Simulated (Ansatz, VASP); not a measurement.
**Al2Cu in VASP and in Ansatz**

The input POSCAR:

```
Al2Cu
1.0
    4.1856962056      0.0000000000      0.0000000000
    0.0000000000      4.1856962056      0.0000000000
    0.0000000000      0.0000000000      2.9480198084
Cu Al
1 2
Direct
    0.0000000000      0.0000000000      0.0000000000
    0.0000000000      0.5000000000      0.5000000000
    0.5000000000      0.0000000000      0.5000000000
```

INCAR.step1

```
SYSTEM = Al2Cu
PREC = Accurate
ENCUT = 520
ISMEAR = -1
SIGMA = 0.05
LREAL = .FALSE.
LASPH = .TRUE.
NELM = 80
NBANDS = 16
GGA = PE
ALGO = Normal
EDIFF = 1E-4
LWAVE = .TRUE.
LCHARG = .FALSE.
```

The input INCAR.step2:

```
SYSTEM = Al2Cu
PREC = Accurate
ENCUT = 520
EDIFF = 1E-7
ISMEAR = -1
SIGMA = 0.05
LREAL = .FALSE.
LASPH = .TRUE.
NELM = 80
ALGO = Normal
ISIF = 2
LWAVE = .FALSE.
LCHARG = .FALSE.
METAGGA = R2SCAN
LMIXTAU = .TRUE.
NBANDS = 16
ISTART = 1
```

KPOINTS

```
Automatic mesh
0
G
  7 7 9
  0 0 0
```

File input.yaml:

```yaml
crystal:
  lattice:
    - [4.1856962056, 0.0, 0.0]
    - [0.0, 4.1856962056, 0.0]
    - [0.0, 0.0, 2.9480198084]
  atoms:
    - { symbol: Cu, position: [0.0, 0.0, 0.0] }
    - { symbol: Al, position: [0.0, 0.5, 0.5] }
    - { symbol: Al, position: [0.5, 0.0, 0.5] }
hamiltonian:
  xc: r2scan
  pseudopotentials: { kind: paw }
kpoints:
  mp_grid: { grid: [7, 7, 9] }
scf:
  occupations: { method: fermi_dirac, width: 0.05 }
output:
  forces: true
  stress: true
  eigenvalues: true
```

Alike in both runs: task single point; functional r2SCAN; k mesh 7 × 7 × 9; occupations fermi-dirac, width 0.05 eV; no spin polarisation.

```csv
,VASP,Ansatz
version,VASP 6.6.1,Ansatz 0.2.0
potentials or method,"VASP PAW PBE potentials, release 64 (Cu, Al)",Ansatz PAW
plane-wave cutoff (eV),520,500
valence electrons in the cell,17,25
```

```tsv
	VASP	Ansatz	Ansatz less VASP
gap on the k mesh at the Fermi level (eV)	none	none	-
pressure (GPa)	-6.8	-6.8	+0.03
traceless stress, the component that is largest in VASP (GPa)	-0.88	-0.89	-0.013
```

VASP's potentials were made for PBE, not for r2SCAN. A gap of «none» marks a metal or a gap that the smearing closes. VASP's potentials hold 17 valence electrons a cell and Ansatz's 25, so a difference there can come from the potentials and not from the codes.
